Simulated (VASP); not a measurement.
# NbAu2 (P6/mmm) in VASP: a series of runs, part 2 of 2

VASP 6.6.1. The steps go on from the part before.

### Step 3. Relaxation of cell and atoms, LDA

INCAR

```
SYSTEM = NbAu2
PREC = Accurate ; ENCUT = 600
EDIFF = 1E-6 ; ISMEAR = -1
SIGMA = 0.15 ; LREAL = .FALSE.
LASPH = .TRUE. ; NELM = 80
ALGO = Fast ; ISIF = 3
LWAVE = .FALSE. ; LCHARG = .FALSE.
GGA = CA ; IBRION = 2
NSW = 80 ; EDIFFG = -0.001
```

KPOINTS

```
Automatic mesh
0
G
  12 12 16
  0 0 0
```

POSCAR

```
NbAu2
1.0
    4.5883427358      0.0000000000      0.0000000000
   -2.2941713679      3.9736213705      0.0000000000
    0.0000000000      0.0000000000      2.7088551041
Nb Au
1 2
Direct
    0.0000000000      0.0000000000      0.0000000000
    0.3333333333      0.6666666667      0.5000000000
    0.6666666667      0.3333333333      0.5000000000
```

Potentials or basis: VASP PAW LDA potentials, release 64 (Nb_sv, Au).

Launch:

```
> cat potpaw_LDA.64/Nb_sv/POTCAR potpaw_LDA.64/Au/POTCAR > POTCAR
> mpirun -np 1 vasp_std > vasp.out
```

OUTCAR:

```text
SYSTEM = NbAu2
   PREC = Accurate
   ENCUT = 600
   EDIFF = 1E-6
   ISMEAR = -1
   LREAL = .FALSE.
   LASPH = .TRUE.
   NELM = 80
   ISIF = 3
   GGA = CA
   IBRION = 2
   NSW = 80
   EDIFFG = -0.001

 ion  position               nearest neighbor table
   1  0.000  0.000  0.000-   2 2.98   3 2.98   2 2.98   3 2.98   3 2.98   3 2.98   2 2.98   2 2.98
                             3 2.98   3 2.98   2 2.98   2 2.98
   2  0.333  0.667  0.500-   3 2.65   3 2.65   3 2.65   1 2.98   1 2.98   1 2.98   1 2.98   1 2.98
                             1 2.98
   3  0.667  0.333  0.500-   2 2.65   2 2.65   2 2.65   1 2.98   1 2.98   1 2.98   1 2.98   1 2.98
                             1 2.98

  LATTYP: Found a hexagonal cell.
 ALAT       =     4.5883427358
 C/A-ratio  =     0.5903776723

  Lattice vectors:

 A1 = (   4.5883427358,   0.0000000000,   0.0000000000)
 A2 = (  -2.2941713679,   3.9736213705,   0.0000000000)
 A3 = (   0.0000000000,   0.0000000000,   2.7088551041)

Analysis of symmetry for initial positions (statically):
=====================================================================
 Subroutine PRICEL returns:
 Original cell was already a primitive cell.

 Routine SETGRP: Setting up the symmetry group for a
 hexagonal supercell.

 Subroutine GETGRP returns: Found 24 space group operations
 (whereof 24 operations were pure point group operations)
 out of a pool of 24 trial point group operations.

The static configuration has the point symmetry D_6h.

Analysis of symmetry for dynamics (positions and initial velocities):
=====================================================================
 Subroutine PRICEL returns:
 Original cell was already a primitive cell.

 Routine SETGRP: Setting up the symmetry group for a
 hexagonal supercell.
[... 148 lines left out ...]

 number of electron      35.0000000 magnetization

 Free energy of the ion-electron system (eV)
  ---------------------------------------------------
  ext. energy  EPLUGINS =         0.00000000
  ---------------------------------------------------
  free energy    TOTEN  =       -20.82045495 eV

  energy without entropy =      -20.74158064  energy(sigma->0) =      -20.78101780

------------------------ aborting loop because EDIFF is reached ----------------------------------------

  FORCE on cell =-STRESS in cart. coord.  units (eV):
  Direction    XX          YY          ZZ          XY          YZ          ZX
  --------------------------------------------------------------------------------------
  -------------------------------------------------------------------------------------
  Total        0.1630335      0.1630335      0.2024050      0.0000000     -0.0000000      0.0000000
  in kB        5.2888256      5.2888256      6.5660421      0.0000000     -0.0000000      0.0000000
  external PRESSURE =       5.7145645 kB  Pullay stress =       0.0000000 kB
[... 92 lines left out ...]
  FREE ENERGIE OF THE ION-ELECTRON SYSTEM (eV)
  ---------------------------------------------------
  free  energy   TOTEN  =       -20.8206962494 eV

  energy  without entropy=      -20.7414258152  energy(sigma->0) =      -20.78106103

[... ionic steps 4 to 40 ...]

--------------------------------------- Ionic step       41  -------------------------------------------

 number of electron      35.0000000 magnetization

------------------------ aborting loop because EDIFF is reached ----------------------------------------
[... 69 lines left out ...]
--------------------------------------- Ionic step       43  -------------------------------------------

 number of electron      35.0000000 magnetization

 Free energy of the ion-electron system (eV)
  ---------------------------------------------------
  ext. energy  EPLUGINS =         0.00000000
  ---------------------------------------------------
  free energy    TOTEN  =       -20.82069775 eV

  energy without entropy =      -20.74142719  energy(sigma->0) =      -20.78106247

 E-fermi :  11.4539     XC(G=0): -13.1861

 val. band max:       11.4488457032   @ k =   0.4167   0.1667   0.4375
 cond. band min:      11.4695551361   @ k =   0.3333   0.0833   0.5000
 fundamental gap:      0.0207094328
 Fermi energy:        11.4539471019

 k-point     1 :       0.0000    0.0000    0.0000
  band No.  band energies     occupation
      1     -43.8128      2.00000
      2     -20.1133      2.00000
      3     -20.1133      2.00000
      4     -19.1075      2.00000
      5       1.4289      2.00000
      6       3.8745      2.00000
[... 565 lines left out ...]
     20      13.3699      0.00001
     21      13.9670      0.00000

 [... further k-points ...]

------------------------ aborting loop because EDIFF is reached ----------------------------------------

  FORCE on cell =-STRESS in cart. coord.  units (eV):
  Direction    XX          YY          ZZ          XY          YZ          ZX
  --------------------------------------------------------------------------------------
  -------------------------------------------------------------------------------------
  Total       -0.0026711     -0.0026711     -0.0018465      0.0000000      0.0000000      0.0000000
  in kB       -0.0864331     -0.0864331     -0.0597497      0.0000000      0.0000000      0.0000000
  external PRESSURE =      -0.0775386 kB  Pullay stress =       0.0000000 kB
[... 18 lines left out ...]
  FREE ENERGIE OF THE ION-ELECTRON SYSTEM (eV)
  ---------------------------------------------------
  free  energy   TOTEN  =       -20.8206977452 eV

  energy  without entropy=      -20.7414271856  energy(sigma->0) =      -20.78106247

 reached required accuracy - stopping structural energy minimisation
```

Run time: 19 min. Hardware: 1 thread of Intel Xeon 6975P-C (Granite Rapids), shared host; peak memory 0.34 GiB.

What came out:

```
Free energy                           : -20.8207 eV
Relaxed volume                        : 16.50 Å³/atom
Relaxed cell                          : a = 4.592 Å, b = 4.592 Å, c = 2.712 Å, α = 90.00°, β = 90.00°, γ = 120.00°
Space group after relaxing (to 0.1 Å) : P6/mmm (No. 191)
Energy gained by relaxing             : 0.1 meV/atom
Ionic steps                           : 43
Pressure after relaxing               : 0.0 GPa
Band gap on the k mesh                : zero (an odd number of electrons rules out a gap without spin polarisation)
```

Step by step:
```tsv
step	energy change (eV)	largest force (eV/Å)	pressure (GPa)	volume (Å³)
1	0.0000	0.0000	0.57	49.39
3	-0.0002	0.0000	-0.02	49.52
5	-0.0002	0.0000	0.04	49.51
7	-0.0002	0.0000	0.03	49.51
9	-0.0002	0.0000	-0.03	49.53
11	-0.0002	0.0000	-0.01	49.52
13	-0.0002	0.0000	0.01	49.52
15	-0.0002	0.0000	0.02	49.52
17	-0.0002	0.0000	-0.01	49.52
19	-0.0002	0.0000	-0.01	49.52
21	-0.0002	0.0000	0.00	49.52
23	-0.0002	0.0000	0.01	49.52
25	-0.0002	0.0000	-0.01	49.52
27	-0.0002	0.0000	0.00	49.52
29	-0.0002	0.0000	-0.01	49.52
31	-0.0002	0.0000	0.04	49.51
33	-0.0002	0.0000	0.02	49.52
35	-0.0002	0.0000	0.02	49.52
37	-0.0002	0.0000	-0.04	49.53
39	-0.0002	0.0000	-0.03	49.52
41	-0.0002	0.0000	-0.01	49.52
43	-0.0002	0.0000	-0.01	49.51
```

Final structure:
```yaml
crystal:
  lattice:
    - [4.59168, 0.00000, 0.00000]
    - [-2.29584, 3.97651, 0.00000]
    - [0.00000, 0.00000, 2.71176]
  atoms:
    - { symbol: Nb, position: [0.00000, 0.00000, 0.00000] }
    - { symbol: Au, position: [0.33333, 0.66667, 0.50000] }
    - { symbol: Au, position: [0.66667, 0.33333, 0.50000] }
```

Levels at points of the mesh, in eV from the Fermi level:
| k point | band 16 | band 17 | band 18 | band 19 | band 20 | band 21 |
| --- | --- | --- | --- | --- | --- | --- |
| (0.00, 0.00, 0.00) | -2.44 | -2.26 | -2.26 | 2.87 | 2.87 | 2.87 |
| (0.50, 0.00, 0.00) | -2.85 | -2.31 | -0.71 | 0.60 | 0.74 | 2.52 |
| (0.00, 0.00, 0.50) | 0.17 | 0.17 | 0.48 | 1.76 | 1.76 | 5.60 |
| (0.50, 0.00, 0.50) | -1.02 | -1.00 | 0.45 | 0.98 | 1.30 | 2.69 |

Caveat: spin-orbit coupling is left out, which moves the levels of the heavy elements.

The gap in the log of VASP goes by the Fermi energy; the results here count the filled bands.